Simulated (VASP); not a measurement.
Input of a VASP 6.6.1 run:

POSCAR

```
MnS
1.0
    3.9760016100      0.0000000000      0.0000000000
   -1.9880008000      3.4433184000      0.0000000000
    0.0000000000      0.0000000000      6.4320005000
Mn S
2 2
Direct
    0.3333333333      0.6666666667      0.0000000000
    0.6666666667      0.3333333333      0.5000000000
    0.3333333333      0.6666666667      0.3850000000
    0.6666666667      0.3333333333      0.8850000000
```

File INCAR.step1:

```
ALGO = Normal
EDIFF = 1E-4
ENCUT = 520
GGA = PE
ISMEAR = 0
ISPIN = 2
LASPH = T
LCHARG = F
LDAU = T
LDAUJ = 0 0
LDAUL = 2 -1
LDAUTYPE = 2
LDAUU = 2.5 0
LMAXMIX = 4
LREAL = F
LWAVE = T
MAGMOM = 4.81 4.81 0.07 0.07
NBANDS = 31
NELM = 150
PREC = Accurate
SIGMA = 0.05
```

INCAR.step2

```
ALGO = Normal
EDIFF = 1E-6
ENCUT = 520
ISIF = 2
ISMEAR = 0
ISPIN = 2
ISTART = 1
LASPH = T
LCHARG = T
LDAU = T
LDAUJ = 0 0
LDAUL = 2 -1
LDAUPRINT = 1
LDAUTYPE = 2
LDAUU = 2.5 0
LELF = T
LMAXMIX = 4
LMIXTAU = T
LORBIT = 11
LREAL = F
LVHAR = T
LWAVE = F
MAGMOM = 4.81 4.81 0.07 0.07
METAGGA = R2SCAN
NBANDS = 31
NELM = 150
PREC = Accurate
SIGMA = 0.05
```

The input KPOINTS:

```
k-points
0
Gamma
  6 6 3
```

Potentials or basis: VASP PAW PBE potentials, release 64 (Mn_pv, S).

Command:

```console
$ cat potpaw_PBE.64/Mn_pv/POTCAR potpaw_PBE.64/S/POTCAR > POTCAR
$ cp INCAR.step1 INCAR
$ mpirun -np 1 vasp_std > vasp.out
$ cp INCAR.step2 INCAR
$ mpirun -np 1 vasp_std > vasp.out
```

Task: What does it give for the largest force?

Result: 0.237 eV/Å.

Task: Estimate the site moments.

Result: Mn +4.58; S +0.04 μB.

Forces on the atoms (eV/Å):
```
Mn   0.000  0.000  0.237
Mn   0.000  0.000  0.237
S    0.000  0.000 -0.237
S    0.000  0.000 -0.237
```

Caveat: the PAW data sets were made with another functional, which shifts forces and pressure a little; only a ferromagnetic start was run, and an antiferromagnetic order may lie lower in energy. The state reached can hang on the start; a lower one may exist.
